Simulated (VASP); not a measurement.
A run of VASP 6.6.1 is set up as follows.

File INCAR:

```
PREC = Accurate ; ENCUT = 520
EDIFF = 1E-7 ; ISMEAR = 0
SIGMA = 0.1 ; LREAL = False
LASPH = True ; NELM = 80
ALGO = Normal ; ISIF = 2
LWAVE = False ; LCHARG = False
GGA = PE ; NBANDS = 11
```

File KPOINTS:

```
regular mesh
0
Gamma
  12 12 12
```

File POSCAR:

```
Sr
1.0
    0.0000000000      3.0426519506      3.0426519506
    3.0426519506      0.0000000000      3.0426519506
    3.0426519506      3.0426519506      0.0000000000
Sr
1
Direct
    0.0000000000      0.0000000000      0.0000000000
```

Potentials or basis: VASP PAW PBE potentials, release 64 (Sr_sv).

Run with:

```console
$ cat potpaw_PBE.64/Sr_sv/POTCAR > POTCAR
$ mpirun -np 1 vasp_std > vasp.out
```

Task: Estimate the band gap on the k mesh.

Result: Zero (band 5 reaches 1.58 eV, above the bottom of band 6 at 1.50 eV).

Task: Predict the pressure.

Result: -0.3 GPa.
